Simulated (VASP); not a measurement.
# V in VASP: further runs

The runs below take V through electric field gradients, with PBE.

Everything below comes from runs of VASP 6.6.1. Logs are shortened: lines on timing, memory, paths and dates and some standing lists are left out, and cuts for length are marked.

**1. The cell of the first run**

It takes space group Im-3m (No. 229, cubic). The conventional cell has a = 3.085 Å, b = 3.085 Å, c = 3.085 Å, α = 90.00°, β = 90.00°, γ = 90.00°. Within 3.5 Å of V (site symmetry m-3m) lie 14 V at 2.67 to 3.09 Å.

**2. Electric field gradients, PBE, collinear spin, ferromagnetic start (volume scaled by 1.06)**

INCAR

```
SYSTEM = V
ALGO = Normal
EDIFF = 1E-8
ENCUT = 520
GGA = PE
ISIF = 2
ISMEAR = -1
ISPIN = 2
LASPH = .True.
LCHARG = .False.
LEFG = .True.
LMAXMIX = 4
LORBIT = 11
LREAL = .False.
LWAVE = .False.
MAGMOM = 1.5
NBANDS = 16
NELM = 150
PREC = Accurate
SIGMA = 0.03
```

KPOINTS

```
k-points
0
Gamma
  19 19 19
  0 0 0
```

POSCAR

```
V
1.0
   -1.5426742003      1.5426742003      1.5426742003
    1.5426742003     -1.5426742003      1.5426742003
    1.5426742003      1.5426742003     -1.5426742003
V
1
Direct
    0.0000000000      0.0000000000      0.0000000000
```

Potentials or basis: VASP PAW PBE potentials, release 64 (V_sv).

Started as:

```console
cat potpaw_PBE.64/V_sv/POTCAR > POTCAR
mpirun -np 1 vasp_std > vasp.out
```

OUTCAR:

```text
SYSTEM = V
   EDIFF = 1E-8
   ENCUT = 520
   GGA = PE
   ISIF = 2
   ISMEAR = -1
   ISPIN = 2
   LASPH = .True.
   LORBIT = 11
   LREAL = .False.
   NELM = 150
   PREC = Accurate

 ion  position               nearest neighbor table
   1  0.000  0.000  0.000-

  LATTYP: Found a body centered cubic cell.
 ALAT       =     3.0853484006

  Lattice vectors:

 A1 = (  -1.5426742003,   1.5426742003,   1.5426742003)
 A2 = (   1.5426742003,  -1.5426742003,   1.5426742003)
 A3 = (   1.5426742003,   1.5426742003,  -1.5426742003)

Analysis of symmetry for initial positions (statically):
=====================================================================
 Subroutine PRICEL returns:
 Original cell was already a primitive cell.

 Routine SETGRP: Setting up the symmetry group for a
 body centered cubic supercell.

 Subroutine GETGRP returns: Found 48 space group operations
 (whereof 48 operations were pure point group operations)
 out of a pool of 48 trial point group operations.

The static configuration has the point symmetry O_h .

Analysis of symmetry for dynamics (positions and initial velocities):
=====================================================================
 Subroutine PRICEL returns:
 Original cell was already a primitive cell.

 Routine SETGRP: Setting up the symmetry group for a
 body centered cubic supercell.

 Subroutine GETGRP returns: Found 48 space group operations
 (whereof 48 operations were pure point group operations)
 out of a pool of 48 trial point group operations.

The dynamic configuration has the point symmetry O_h .

Analysis of structural, dynamic, and magnetic symmetry:
=====================================================================
 Subroutine PRICEL returns:
 Original cell was already a primitive cell.

 Routine SETGRP: Setting up the symmetry group for a
 body centered cubic supercell.

 Subroutine GETGRP returns: Found 48 space group operations
 (whereof 48 operations were pure point group operations)
 out of a pool of 48 trial point group operations.

The overall configuration has the point symmetry O_h .

 Subroutine INISYM returns: Found 48 space group operations
 (whereof 48 operations are pure point group operations),
 and found     1 'primitive' translations

----------------------------------------------------------------------------------------

                                     Primitive cell

  volume of cell :      14.6853

  direct lattice vectors                    reciprocal lattice vectors
    -1.542674200  1.542674200  1.542674200     0.000000000  0.324112505  0.324112505
     1.542674200 -1.542674200  1.542674200     0.324112505  0.000000000  0.324112505
     1.542674200  1.542674200 -1.542674200     0.324112505  0.324112505  0.000000000

  length of vectors
     2.671990094  2.671990094  2.671990094     0.458364301  0.458364301  0.458364301

  position of ions in fractional coordinates (direct lattice)
     0.000000000  0.000000000  0.000000000

  ion indices of the primitive-cell ions
   primitive index   ion index
                 1           1

----------------------------------------------------------------------------------------

 KPOINTS: k-points

Automatic generation of k-mesh.
 Grid dimensions read from file:
 generate k-points for:   19   19   19

 Generating k-lattice:

  Cartesian coordinates                     Fractional coordinates (reciprocal lattice)
     0.000000000  0.017058553  0.017058553     0.052631579  0.000000000  0.000000000
     0.017058553  0.000000000  0.017058553     0.000000000  0.052631579  0.000000000
     0.017058553  0.017058553  0.000000000     0.000000000  0.000000000  0.052631579

  Length of vectors
     0.024124437  0.024124437  0.024124437

  Shift w.r.t. Gamma in fractional coordinates (k-lattice)
     0.000000000  0.000000000  0.000000000
[... 44 lines left out ...]
   ICHARG =      2    charge: 1-file 2-atom 10-const
   ISPIN  =      2    spin polarized calculation?
   LNONCOLLINEAR =      F non collinear calculations
   LSORBIT =      F    spin-orbit coupling
   LASPH  =      T    aspherical Exc in radial PAW
   ENCUT  =  520.0 eV  38.22 Ry    6.18 a.u.   4.97  4.97  4.97*2*pi/ulx,y,z
   NELM   =    150;   NELMIN=  2; NELMDL= -5     # of ELM steps
   EDIFF  = 0.1E-07   stopping-criterion for ELM
   LREAL  =      F    real-space projection
   EDIFFG = 0.1E-06   stopping-criterion for IOM
   NSW    =      0    number of steps for IOM
   IBRION =     -1    ionic relax: 0-MD 1-quasi-New 2-CG
   NFREE  =      0    steps in history (QN), initial steepest desc. (CG)
   ISIF   =      2    stress and relaxation
   ISYM   =      2    0-nonsym 1-usesym 2-fastsym
   POTIM  = 0.5000    time-step for ionic-motion
   TEBEG  =    0.0;   TEEND  =   0.0 temperature during run
   PSTRESS=    0.0 pullay stress
   NELECT =      13.0000    total number of electrons
   NUPDOWN=      -1.0000    fix difference up-down
   EMIN   =  10.00;   EMAX   =-10.00  energy-range for DOS
   EFERMI =   0.00;   METHOD = LEGACY
   ISMEAR =    -1;   SIGMA  =   0.03  broadening in eV -4-tet -1-fermi 0-gaus
   EFERMI_NEDOS =   21; number of points for ismear=-14 and -15
   IALGO  =     38    algorithm
   IMIX   =      4    mixing-type and parameters
     AMIX     =   0.40;   BMIX     =  1.00
     AMIX_MAG =   1.60;   BMIX_MAG =  1.00
  volume/ion in A,a.u.               =      14.69        99.10
  Fermi-wavevector in a.u.,A,eV,Ry     =   1.571913  2.970484 33.618762  2.470909
  Thomas-Fermi vector in A             =   2.673426
   LORBIT       =     11    0 simple, 1 ext, 2 COOP (PROOUT), +10 PAW based schemes
   GGA     = PE    functional components
   LHFCALC =     F    Hartree Fock is set to
   AEXX    =    0.0000 exact exchange contribution
   IVDW    =     0    specifies the selected vdW correction
   LEPSILON=     F    determine dielectric tensor
   LRPA    =     F    only Hartree local field effects (RPA)
 spin polarized calculation
  energy-cutoff  :      520.00
  volume of cell :       14.69
 maximum number of plane-waves:       408
   NGX =  9   NGY =  9   NGZ =  9

 number of electron      13.0000010 magnetization       0.0000694

 number of electron      13.0000010 magnetization      -0.0000138

 Free energy of the ion-electron system (eV)
  ---------------------------------------------------
  ext. energy  EPLUGINS =         0.00000000
  ---------------------------------------------------
  free energy    TOTEN  =        -8.94074093 eV

  energy without entropy =       -8.93469530  energy(sigma->0) =       -8.93771812

 E-fermi :   8.6638     XC(G=0): -12.4435

 val. band max:        8.6605737342   @ k =   0.1053   0.0526   0.0526
 cond. band min:       8.6639656918   @ k =   0.3158   0.0000   0.0000
 fundamental gap:      0.0033919577
 Fermi energy:         8.6637959891

 spin component 1

 k-point     1 :       0.0000    0.0000    0.0000
  band No.  band energies     occupation
      1     -55.1605      1.00000
      2     -28.5827      1.00000
      3     -28.5827      1.00000
      4     -28.5827      1.00000
      5       2.2873      1.00000
      6       9.0580      0.00000
[... 435 lines left out ...]
      5       5.7922      1.00000
      6       7.8982      1.00000
[... 8 lines left out ...]
     15      34.8411      0.00000
     16      35.8842      0.00000

 [... further k-points ...]

 spin component 2

 k-point     1 :       0.0000    0.0000    0.0000
  band No.  band energies     occupation
      1     -55.1605      1.00000
      2     -28.5828      1.00000
      3     -28.5828      1.00000
      4     -28.5827      1.00000
      5       2.2873      1.00000
      6       9.0580      0.00000
[... 435 lines left out ...]
      5       5.7922      1.00000
      6       7.8982      1.00000
[... 8 lines left out ...]
     15      34.8410      0.00000
     16      35.8842      0.00000

 [... further k-points ...]

------------------------ aborting loop because EDIFF is reached ----------------------------------------

  FORCE on cell =-STRESS in cart. coord.  units (eV):
  Direction    XX          YY          ZZ          XY          YZ          ZX
  --------------------------------------------------------------------------------------
  -------------------------------------------------------------------------------------
  Total       -1.2232621     -1.2232621     -1.2232621      0.0000000     -0.0000000      0.0000000
  in kB     -133.4588809   -133.4588809   -133.4588809      0.0000000     -0.0000000      0.0000000
  external PRESSURE =    -133.4588809 kB  Pullay stress =       0.0000000 kB

 VOLUME and BASIS-vectors are now :
 -----------------------------------------------------------------------------
  energy-cutoff  :      520.00
  volume of cell :       14.69
      direct lattice vectors                 reciprocal lattice vectors
    -1.542674200  1.542674200  1.542674200     0.000000000  0.324112505  0.324112505
     1.542674200 -1.542674200  1.542674200     0.324112505  0.000000000  0.324112505
     1.542674200  1.542674200 -1.542674200     0.324112505  0.324112505  0.000000000

 POSITION                                       TOTAL-FORCE (eV/Angst)
 -----------------------------------------------------------------------------------
      0.00000      0.00000      0.00000         0.000000     -0.000000      0.000000
 -----------------------------------------------------------------------------------
    total drift:                                0.000000     -0.000000      0.000000

  FREE ENERGIE OF THE ION-ELECTRON SYSTEM (eV)
  ---------------------------------------------------
  free  energy   TOTEN  =        -8.9407409302 eV

  energy  without entropy=       -8.9346953011  energy(sigma->0) =       -8.93771812

 Electric field gradients (V/A^2)
---------------------------------------------------------------------
 ion       V_xx      V_yy      V_zz      V_xy      V_xz      V_yz
---------------------------------------------------------------------
   1      -0.000     0.000     0.000     0.001     0.001     0.001
---------------------------------------------------------------------

 Electric field gradients after diagonalization (V/A^2)
 (convention: |V_zz| > |V_xx| > |V_yy|)
----------------------------------------------------------------------
 ion       V_xx      V_yy      V_zz     asymmetry (V_yy - V_xx)/ V_zz
----------------------------------------------------------------------
   1      -0.001    -0.001     0.003       0.000
----------------------------------------------------------------------

           NMR quadrupolar parameters

 Cq : quadrupolar parameter    Cq=e*Q*V_zz/h
 eta: asymmetry parameters     (V_yy - V_xx)/ V_zz
 Q  : nuclear electric quadrupole moment in mb (millibarn)
----------------------------------------------------------------------
 ion       Cq(MHz)       eta       Q (mb)
----------------------------------------------------------------------
   1       0.000       0.000       1.000
----------------------------------------------------------------------

 total charge

# of ion       s       p       d       tot
------------------------------------------
    1        2.317   6.194   3.002  11.513

 magnetization (x)

# of ion       s       p       d       tot
------------------------------------------
    1       -0.000  -0.000  -0.000  -0.000
```

It took 44 s on 1 thread of Intel Xeon 6975P-C (Granite Rapids), shared host; peak memory 0.19 GiB.

What came out:

```
Free energy                                           : -8.9407 eV
Pressure                                              : -13.3 GPa
Net moment                                            : 0.00 μB per cell
Valence electrons inside the program's atomic spheres : V 11.51
```

Levels at points of the mesh, in eV from the Fermi level:
Spin up:
```csv
k point,band 4,band 5,band 6,band 7,band 8,band 9,band 10,band 11
"(0.00, 0.00, 0.00)",-37.25,-6.38,0.39,0.39,0.39,2.20,2.20,19.81
```
Spin down:
```tsv
k point	band 4	band 5	band 6	band 7	band 8	band 9	band 10	band 11
(0.00, 0.00, 0.00)	-37.25	-6.38	0.39	0.39	0.39	2.20	2.20	19.81
```

Caveat: without QUAD_EFG the Cq values of the log hold for a quadrupole moment of 1 mb, not for the nuclei.

**3. Electric field gradients, PBE, collinear spin, ferromagnetic start (volume scaled by 1.06)**

INCAR

```
ALGO = Normal
EDIFF = 1E-8
ENCUT = 520
GGA = PE
ISIF = 2
ISMEAR = -1
ISPIN = 2
LASPH = True
LCHARG = False
LEFG = True
LMAXMIX = 4
LORBIT = 11
LREAL = False
LWAVE = False
MAGMOM = 1.5
NBANDS = 16
NELM = 150
PREC = Accurate
SIGMA = 0.03
```

KPOINTS

```
k-points
0
Gamma
  19 19 19
```

POSCAR is that of step 2.

Potentials or basis: VASP PAW PBE potentials, release 64 (V_sv).

Started as:

```console
cat potpaw_PBE.64/V_sv/POTCAR > POTCAR
mpirun -np 1 vasp_std > vasp.out
```

OUTCAR:

```text
EDIFF = 1E-8
   ENCUT = 520
   GGA = PE
   ISIF = 2
   ISMEAR = -1
   ISPIN = 2
   LASPH = True
   LORBIT = 11
   LREAL = False
   NELM = 150
   PREC = Accurate

 ion  position               nearest neighbor table
   1  0.000  0.000  0.000-

  LATTYP: Found a body centered cubic cell.
 ALAT       =     3.0853484006

  Lattice vectors:

 A1 = (  -1.5426742003,   1.5426742003,   1.5426742003)
 A2 = (   1.5426742003,  -1.5426742003,   1.5426742003)
[... 1144 lines left out ...]

  energy  without entropy=       -8.9346953011  energy(sigma->0) =       -8.93771812

 Electric field gradients (V/A^2)
---------------------------------------------------------------------
 ion       V_xx      V_yy      V_zz      V_xy      V_xz      V_yz
---------------------------------------------------------------------
   1      -0.000     0.000     0.000     0.001     0.001     0.001
---------------------------------------------------------------------

 Electric field gradients after diagonalization (V/A^2)
 (convention: |V_zz| > |V_xx| > |V_yy|)
----------------------------------------------------------------------
 ion       V_xx      V_yy      V_zz     asymmetry (V_yy - V_xx)/ V_zz
----------------------------------------------------------------------
   1      -0.001    -0.001     0.003       0.000
----------------------------------------------------------------------

           NMR quadrupolar parameters

 Cq : quadrupolar parameter    Cq=e*Q*V_zz/h
 eta: asymmetry parameters     (V_yy - V_xx)/ V_zz
 Q  : nuclear electric quadrupole moment in mb (millibarn)
----------------------------------------------------------------------
 ion       Cq(MHz)       eta       Q (mb)
----------------------------------------------------------------------
   1       0.000       0.000       1.000
----------------------------------------------------------------------

 total charge

# of ion       s       p       d       tot
------------------------------------------
    1        2.317   6.194   3.002  11.513

 magnetization (x)

# of ion       s       p       d       tot
------------------------------------------
    1       -0.000  -0.000  -0.000  -0.000
```

stdout:

```text
POSCAR found type information on POSCAR V
 POSCAR found :  1 types and       1 ions
 scaLAPACK will be used
 LDA part: xc-table for (Slater+PW92), standard interpolation
 POSCAR, INCAR and KPOINTS ok, starting setup
 FFT: planning ... GRIDC
 FFT: planning ... GRID_SOFT
 FFT: planning ... GRID
 WAVECAR not read
 entering main loop
ion   1
```

Run time: 51 s. Hardware: 1 thread of Intel Xeon 6975P-C (Granite Rapids), shared host; peak memory 0.18 GiB.

Results:

| Item | Value |
| --- | --- |
| Free energy | -8.9407 eV |
| Pressure | -13.3 GPa |
| Net moment | 0.00 μB per cell |
| Valence electrons inside the program's atomic spheres | V 11.51 |

Caveat: without QUAD_EFG the Cq values of the log hold for a quadrupole moment of 1 mb, not for the nuclei.

**4. Electric field gradients, PBE, collinear spin, ferromagnetic start (equal xy, yz and zx shear strains of -1 %)**

INCAR

```
SYSTEM = V
PREC = Accurate ; ENCUT = 520
EDIFF = 1E-8 ; ISMEAR = -1
SIGMA = 0.03 ; LREAL = .False.
LASPH = .True. ; NELM = 150
ALGO = Normal ; ISIF = 2
LWAVE = .False. ; LCHARG = .False.
ISPIN = 2 ; MAGMOM = 1.5
LORBIT = 11 ; LMAXMIX = 4
GGA = PE ; LEFG = .True.
NBANDS = 16
```

KPOINTS

```
Automatic mesh
0
Gamma
  19 19 19
  0 0 0
```

POSCAR

```
V
1.0
   -1.5281300000      1.5130000000      1.5130000000
    1.5130000000     -1.5281300000      1.5130000000
    1.5130000000      1.5130000000     -1.5281300000
V
1
Direct
    0.0000000000      0.0000000000      0.0000000000
```

Potentials or basis: VASP PAW PBE potentials, release 64 (V_sv).

Started as:

```console
cat potpaw_PBE.64/V_sv/POTCAR > POTCAR
mpirun -np 1 vasp_std > vasp.out
```

OUTCAR:

```text
SYSTEM = V
   PREC = Accurate
   ENCUT = 520
   EDIFF = 1E-8
   ISMEAR = -1
   LREAL = .False.
   LASPH = .True.
   NELM = 150
   ISIF = 2
   ISPIN = 2
   LORBIT = 11
   GGA = PE

 ion  position               nearest neighbor table
   1  0.000  0.000  0.000-

  LATTYP: Found a trigonal (rhomboedric) cell.
 ALAT       =     2.6293572022
 COS(alpha) =    -0.3377371610

  Lattice vectors:

 A1 = (  -1.5281300000,   1.5130000000,   1.5130000000)
 A2 = (   1.5130000000,  -1.5281300000,   1.5130000000)
 A3 = (   1.5130000000,   1.5130000000,  -1.5281300000)
[... 1143 lines left out ...]

 Electric field gradients (V/A^2)
---------------------------------------------------------------------
 ion       V_xx      V_yy      V_zz      V_xy      V_xz      V_yz
---------------------------------------------------------------------
   1       0.000     0.000     0.000     1.442     1.442     1.442
---------------------------------------------------------------------

 Electric field gradients after diagonalization (V/A^2)
 (convention: |V_zz| > |V_xx| > |V_yy|)
----------------------------------------------------------------------
 ion       V_xx      V_yy      V_zz     asymmetry (V_yy - V_xx)/ V_zz
----------------------------------------------------------------------
   1      -1.442    -1.442     2.884       0.000
----------------------------------------------------------------------

           NMR quadrupolar parameters

 Cq : quadrupolar parameter    Cq=e*Q*V_zz/h
 eta: asymmetry parameters     (V_yy - V_xx)/ V_zz
 Q  : nuclear electric quadrupole moment in mb (millibarn)
----------------------------------------------------------------------
 ion       Cq(MHz)       eta       Q (mb)
----------------------------------------------------------------------
   1       0.007       0.000       1.000
----------------------------------------------------------------------

 total charge

# of ion       s       p       d       tot
------------------------------------------
    1        2.333   6.212   3.059  11.605

 magnetization (x)

# of ion       s       p       d       tot
------------------------------------------
    1        0.000   0.000   0.000   0.000
```

stdout:

```text
POSCAR found type information on POSCAR V
 POSCAR found :  1 types and       1 ions
 scaLAPACK will be used
 LDA part: xc-table for (Slater+PW92), standard interpolation
 POSCAR, INCAR and KPOINTS ok, starting setup
 FFT: planning ... GRIDC
 FFT: planning ... GRID_SOFT
 FFT: planning ... GRID
 WAVECAR not read
 entering main loop
ion   1
```

Run time: 2.8 min. Hardware: 1 thread of Intel Xeon Platinum 8375C at 2.90GHz (Ice Lake), shared host; peak memory 0.31 GiB.

What came out:

```yaml
Free_energy: -8.9886 eV
Pressure: -4.9 GPa
Net_moment: 0.00 μB per cell
Valence_electrons_inside_the_program's_atomic_spheres: V 11.61
```

Electric field gradients, principal values (V/Å²):
```csv
atom,least,middle,greatest (by size)
1 V,-1.442,-1.442,2.884
```

Caveat: the cell differs from its parent crystal (equal xy, yz and zx shear strains of -1 %); without QUAD_EFG the Cq values of the log hold for a quadrupole moment of 1 mb, not for the nuclei.
